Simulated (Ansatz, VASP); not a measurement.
PbSe in VASP and in Ansatz

```
CELL_PARAMETERS angstrom
3.80162 0.00000 0.00000
0.00000 3.80162 0.00000
0.00000 0.00000 3.80162
ATOMIC_POSITIONS crystal
Pb 0.00000 0.00000 0.00000
Se 0.50000 0.50000 0.50000
```

Alike in both runs: task single point; functional PBEsol; k mesh 12 × 12 × 12; occupations gaussian, width 0.1 eV; no spin polarisation.

```csv
,VASP,Ansatz
version,VASP 6.6.1,Ansatz 0.2.0
potentials or method,"VASP PAW PBE potentials, release 64 (Pb_d, Se), cutoff 520 eV","scalar-relativistic, plane waves, PAW"
valence electrons in the cell,20,30
```

```csv
,VASP,Ansatz,Ansatz less VASP
gap on the k mesh at the Fermi level (eV),none,none,-
pressure (GPa),-3.7,-3.7,+0.02
```

VASP's potentials were made for PBE, not for PBEsol. A gap of «none» marks a metal or a gap that the smearing closes. VASP's potentials hold 20 valence electrons a cell and Ansatz's 30, so a difference there can come from the potentials and not from the codes.

Neither program's run includes spin-orbit coupling.
